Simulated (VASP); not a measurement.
# InSe (P1) in VASP: single point with PBEsol

Aim: the single point of InSe with PBEsol.

Program: VASP 6.6.1. These are calculated values, not measurements. Logs are shortened: lines on timing, memory, paths and dates and some standing lists are left out, and cuts for length are marked.

### 1 The cell of the first run

The typed cell holds 4 atoms: a = 8.534 Å, b = 8.665 Å, c = 8.699 Å, α = 26.99°, β = 26.47°, γ = 26.89°.

### 2 Single point, PBEsol (equal xy, yz and zx shear strains of -3 %)

INCAR

```
SYSTEM = InSe
PREC = Accurate
ENCUT = 520
EDIFF = 1E-7
ISMEAR = -1
SIGMA = 0.01
LREAL = .FALSE.
LASPH = .TRUE.
NELM = 60
ALGO = Normal
ISIF = 2
LWAVE = .FALSE.
LCHARG = .FALSE.
GGA = PS
NBANDS = 27
```

KPOINTS

```
Automatic mesh
0
G
  7 7 7
  0 0 0
```

POSCAR

```
InSe
1.0
    1.8579290952      0.9999502918      8.2693495002
   -2.1420702054      1.0599502812      8.3293494897
   -0.0901090399     -2.4341507230      8.3513110101
In Se
2 2
Direct
    0.0000000000      0.0000000000      0.0000000000
    0.1122000000      0.1122000000      0.1122000000
    0.6155000000      0.6155000000      0.6155000000
    0.8300000000      0.8300000000      0.8300000000
```

Potentials or basis: VASP PAW PBE potentials, release 64 (In_d, Se).

The run is started by

```
$ cat potpaw_PBE.64/In_d/POTCAR potpaw_PBE.64/Se/POTCAR > POTCAR
$ mpirun -np 1 vasp_std > vasp.out
```

OUTCAR:

```text
SYSTEM = InSe
   PREC = Accurate
   ENCUT = 520
   EDIFF = 1E-7
   ISMEAR = -1
   LREAL = .FALSE.
   LASPH = .TRUE.
   NELM = 60
   ISIF = 2
   GGA = PS

 ion  position               nearest neighbor table
   1  0.000  0.000  0.000-   3 2.61   3 2.65   3 2.66   2 2.80
   2  0.112  0.112  0.112-   4 2.57   4 2.67   4 2.68   1 2.80
   3  0.615  0.615  0.615-   1 2.61   1 2.65   1 2.66
   4  0.830  0.830  0.830-   2 2.57   2 2.67   2 2.68

  LATTYP: Found a triclinic cell.
 ALAT       =     4.0008991992
 B/A-ratio  =     1.0128051678
 C/A-ratio  =     2.1330905863
 COS(alpha) =     0.0144606486
 COS(beta)  =     0.2013647190
 COS(gamma) =     0.5191268021

  Lattice vectors:

 A1 = (  -3.9999993006,   0.0599999894,   0.0599999895)
 A2 = (  -2.0519611655,   3.4941010042,  -0.0219615204)
 A3 = (  -1.8579290952,  -0.9999502918,  -8.2693495002)

Analysis of symmetry for initial positions (statically):
=====================================================================
 Subroutine PRICEL returns:
 Original cell was already a primitive cell.

 Routine SETGRP: Setting up the symmetry group for a
 triclinic supercell.

 Subroutine GETGRP returns: Found  1 space group operations
 (whereof  1 operations were pure point group operations)
 out of a pool of  2 trial point group operations.

The static configuration has the point symmetry C_1 .

Analysis of symmetry for dynamics (positions and initial velocities):
=====================================================================
 Subroutine PRICEL returns:
 Original cell was already a primitive cell.

 Routine SETGRP: Setting up the symmetry group for a
 triclinic supercell.

 Subroutine GETGRP returns: Found  1 space group operations
 (whereof  1 operations were pure point group operations)
 out of a pool of  2 trial point group operations.

The dynamic configuration has the point symmetry C_1 .

 Subroutine INISYM returns: Found  1 space group operations
 (whereof  1 operations are pure point group operations),
 and found     1 'primitive' translations

----------------------------------------------------------------------------------------

                                     Primitive cell

  volume of cell :     115.1606

  direct lattice vectors                    reciprocal lattice vectors
     1.857929095  0.999950292  8.269349500     0.252923985  0.148823048  0.046106350
    -2.142070205  1.059950281  8.329349490    -0.247304634  0.141205353  0.038488655
    -0.090109040 -2.434150723  8.351311010    -0.003787442 -0.288196491  0.035700385

  length of vectors
     8.534280419  8.665449918  8.699287613     0.297059989  0.287367204  0.290423965

  position of ions in fractional coordinates (direct lattice)
     0.000000000  0.000000000  0.000000000
     0.112200000  0.112200000  0.112200000
     0.615500000  0.615500000  0.615500000
     0.830000000  0.830000000  0.830000000

  ion indices of the primitive-cell ions
   primitive index   ion index
                 1           1
                 2           2
                 3           3
                 4           4

----------------------------------------------------------------------------------------

 KPOINTS: Automatic mesh

Automatic generation of k-mesh.
 Grid dimensions read from file:
 generate k-points for:    7    7    7

 Generating k-lattice:

  Cartesian coordinates                     Fractional coordinates (reciprocal lattice)
     0.036131998  0.021260435  0.006586621     0.142857143  0.000000000  0.000000000
    -0.035329233  0.020172193  0.005498379     0.000000000  0.142857143 -0.000000000
    -0.000541063 -0.041170927  0.005100055     0.000000000  0.000000000  0.142857143

  Length of vectors
     0.042437141  0.041052458  0.041489138

  Shift w.r.t. Gamma in fractional coordinates (k-lattice)
     0.000000000  0.000000000  0.000000000

 Subroutine IBZKPT returns following result:
 ===========================================

 Found    172 irreducible k-points:

 Following reciprocal coordinates:
            Coordinates               Weight
  0.000000  0.000000  0.000000      1.000000
  0.142857  0.000000  0.000000      2.000000
  0.285714 -0.000000  0.000000      2.000000
  0.428571 -0.000000  0.000000      2.000000
  0.000000  0.142857  0.000000      2.000000
  0.142857  0.142857  0.000000      2.000000
[... 16 lines left out ...]
 -0.428571  0.428571 -0.000000      2.000000
 -0.285714  0.428571 -0.000000      2.000000
 [... further k-points ...]
   k-points           NKPTS =    172   k-points in BZ     NKDIM =    172   number of bands    NBANDS=     27
   number of dos      NEDOS =    301   number of ions     NIONS =      4
   total plane-waves  NPLWV = 286720
   dimension x,y,z NGX =    64 NGY =   64 NGZ =   70
   dimension x,y,z NGXF=   128 NGYF=  128 NGZF=  140
   ions per type =               2   2
   NGX,Y,Z   is equivalent  to a cutoff of  12.47, 12.28, 13.38 a.u.
   NGXF,Y,Z  is equivalent  to a cutoff of  24.93, 24.56, 26.75 a.u.
 SYSTEM =  InSe
   PREC   = accura    normal or accurate (medium, high low for compatibility)
   ISTART =      0    job   : 0-new  1-cont  2-samecut
   ICHARG =      2    charge: 1-file 2-atom 10-const
   ISPIN  =      1    spin polarized calculation?
   LNONCOLLINEAR =      F non collinear calculations
   LSORBIT =      F    spin-orbit coupling
   LASPH  =      T    aspherical Exc in radial PAW
   ENCUT  =  520.0 eV  38.22 Ry    6.18 a.u.  15.87 16.11 16.17*2*pi/ulx,y,z
   NELM   =     60;   NELMIN=  2; NELMDL= -5     # of ELM steps
   EDIFF  = 0.1E-06   stopping-criterion for ELM
   LREAL  =      F    real-space projection
   EDIFFG = 0.1E-05   stopping-criterion for IOM
   NSW    =      0    number of steps for IOM
   IBRION =     -1    ionic relax: 0-MD 1-quasi-New 2-CG
   NFREE  =      0    steps in history (QN), initial steepest desc. (CG)
   ISIF   =      2    stress and relaxation
   ISYM   =      2    0-nonsym 1-usesym 2-fastsym
   POTIM  = 0.5000    time-step for ionic-motion
   TEBEG  =    0.0;   TEEND  =   0.0 temperature during run
   PSTRESS=    0.0 pullay stress
   NELECT =      38.0000    total number of electrons
   NUPDOWN=      -1.0000    fix difference up-down
   EMIN   =  10.00;   EMAX   =-10.00  energy-range for DOS
   EFERMI =   0.00;   METHOD = LEGACY
   ISMEAR =    -1;   SIGMA  =   0.01  broadening in eV -4-tet -1-fermi 0-gaus
   EFERMI_NEDOS =   21; number of points for ismear=-14 and -15
   IALGO  =     38    algorithm
   IMIX   =      4    mixing-type and parameters
     AMIX     =   0.40;   BMIX     =  1.00
     AMIX_MAG =   1.60;   BMIX_MAG =  1.00
  volume/ion in A,a.u.               =      28.79       194.29
  Fermi-wavevector in a.u.,A,eV,Ry     =   1.131275  2.137799 17.412500  1.279783
  Thomas-Fermi vector in A             =   2.267973
   LORBIT       =      0    0 simple, 1 ext, 2 COOP (PROOUT), +10 PAW based schemes
   GGA     = PS    functional components
   LHFCALC =     F    Hartree Fock is set to
   AEXX    =    0.0000 exact exchange contribution
   IVDW    =     0    specifies the selected vdW correction
   LEPSILON=     F    determine dielectric tensor
   LRPA    =     F    only Hartree local field effects (RPA)
 non-spin polarized calculation
  energy-cutoff  :      520.00
  volume of cell :      115.16
 maximum number of plane-waves:      3126
   NGX = 31   NGY = 33   NGZ = 33

 number of electron      38.0000001 magnetization

 Free energy of the ion-electron system (eV)
  ---------------------------------------------------
  ext. energy  EPLUGINS =         0.00000000
  ---------------------------------------------------
  free energy    TOTEN  =       -15.55490834 eV

  energy without entropy =      -15.55490834  energy(sigma->0) =      -15.55490834

 E-fermi :   4.2631     XC(G=0):  -9.1839

 val. band max:        4.0156165917   @ k =  -0.4286   0.4286   0.4286
 cond. band min:       4.6427852622   @ k =   0.4286   0.4286   0.4286
 fundamental gap:      0.6271686705
 Fermi energy:         4.2631011483

 k-point     1 :       0.0000    0.0000    0.0000
  band No.  band energies     occupation
      1     -10.6254      2.00000
      2     -10.4460      2.00000
      3     -10.4398      2.00000
      4     -10.3629      2.00000
      5     -10.3600      2.00000
      6     -10.3428      2.00000
[... 19 lines left out ...]
     26       9.7035      0.00000
     27      11.6191      0.00000

 k-point     2 :       0.1429    0.0000    0.0000
  band No.  band energies     occupation
      1     -10.6343      2.00000
      2     -10.5242      2.00000
      3     -10.4511      2.00000
      4     -10.4322      2.00000
      5     -10.3476      2.00000
      6     -10.3445      2.00000
[... 19 lines left out ...]
     26       9.8963      0.00000
     27      11.1238      0.00000

 k-point     3 :       0.2857   -0.0000    0.0000
  band No.  band energies     occupation
      1     -10.7161      2.00000
      2     -10.6044      2.00000
      3     -10.5508      2.00000
      4     -10.4307      2.00000
      5     -10.3614      2.00000
      6     -10.3103      2.00000
[... 19 lines left out ...]
     26      10.5647      0.00000
     27      11.0875      0.00000

 k-point     4 :       0.4286   -0.0000    0.0000
  band No.  band energies     occupation
      1     -10.7904      2.00000
      2     -10.6837      2.00000
      3     -10.5523      2.00000
      4     -10.4322      2.00000
      5     -10.3728      2.00000
      6     -10.2832      2.00000
[... 19 lines left out ...]
     26      10.5768      0.00000
     27      10.9880      0.00000
[... 516 lines left out ...]
      4     -10.4332      2.00000
      5     -10.3697      2.00000
      6     -10.2871      2.00000
[... 19 lines left out ...]
     26      11.3280      0.00000
     27      11.9058      0.00000

 k-point    23 :      -0.4286    0.4286   -0.0000
  band No.  band energies     occupation
      1     -10.7814      2.00000
      2     -10.7015      2.00000
      3     -10.5518      2.00000
      4     -10.4434      2.00000
      5     -10.3611      2.00000
      6     -10.2907      2.00000
[... 19 lines left out ...]
     26      11.6310      0.00000
     27      12.0941      0.00000

 k-point    24 :      -0.2857    0.4286   -0.0000
  band No.  band energies     occupation
      1     -10.7797      2.00000
      2     -10.6947      2.00000
      3     -10.5525      2.00000
      4     -10.4541      2.00000
      5     -10.3432      2.00000
      6     -10.3044      2.00000
[... 19 lines left out ...]
     26      10.9093      0.00000
     27      11.4805      0.00000

 [... further k-points ...]

------------------------ aborting loop because EDIFF is reached ----------------------------------------

  FORCE on cell =-STRESS in cart. coord.  units (eV):
  Direction    XX          YY          ZZ          XY          YZ          ZX
  --------------------------------------------------------------------------------------
  -------------------------------------------------------------------------------------
  Total        0.5203364      0.4538989      0.0214294      0.7852335      0.8328524      0.8710256
  in kB        7.2392071      6.3148930      0.2981382     10.9246029     11.5871035     12.1181904
  external PRESSURE =       4.6174128 kB  Pullay stress =       0.0000000 kB

 VOLUME and BASIS-vectors are now :
 -----------------------------------------------------------------------------
  energy-cutoff  :      520.00
  volume of cell :      115.16
      direct lattice vectors                 reciprocal lattice vectors
     1.857929095  0.999950292  8.269349500     0.252923985  0.148823048  0.046106350
    -2.142070205  1.059950281  8.329349490    -0.247304634  0.141205353  0.038488655
    -0.090109040 -2.434150723  8.351311010    -0.003787442 -0.288196491  0.035700385

 POSITION                                       TOTAL-FORCE (eV/Angst)
 -----------------------------------------------------------------------------------
      0.00000      0.00000      0.00000         0.022390      0.178535      0.177380
     -0.04199     -0.04199      2.79939        -0.343874     -0.188251     -0.215838
     -0.23035     -0.23035     15.35673        -0.065966     -0.230343     -0.031735
     -0.31063     -0.31063     20.70851         0.387450      0.240059      0.070193
 -----------------------------------------------------------------------------------
    total drift:                               -0.000061     -0.000160     -0.000313

  FREE ENERGIE OF THE ION-ELECTRON SYSTEM (eV)
  ---------------------------------------------------
  free  energy   TOTEN  =       -15.5549083426 eV

  energy  without entropy=      -15.5549083426  energy(sigma->0) =      -15.55490834
```

Run time: 45 min. Hardware: 1 thread of Oxide Virtual Turin-like, shared host; peak memory 0.84 GiB.

What came out:

```
Free energy            : -15.5549 eV
Pressure               : 0.5 GPa
Largest force          : 0.461 eV/Å
Band gap on the k mesh : 0.63 eV (least direct gap 0.69 eV)
```

Forces on the atoms (eV/Å):
```
In   0.022  0.179  0.177
In  -0.344 -0.188 -0.216
Se  -0.066 -0.230 -0.032
Se   0.387  0.240  0.070
```

Stress tensor (GPa, compression positive):
```
0.72 1.09 1.21
1.09 0.63 1.16
1.21 1.16 0.03
```

Levels at points of the mesh, in eV from the valence-band top:
| k point | band 16 | band 17 | band 18 | band 19 | band 20 | band 21 | band 22 | band 23 |
| --- | --- | --- | --- | --- | --- | --- | --- | --- |
| (0.00, 0.00, 0.00) | -1.29 | -1.22 | -1.12 | -1.00 | 1.81 | 2.10 | 4.31 | 4.59 |

Caveat: the cell differs from its parent crystal (equal xy, yz and zx shear strains of -3 %); the PAW data sets were made with another functional, which shifts forces and pressure a little; spin-orbit coupling is left out, which moves the levels of the heavy elements.
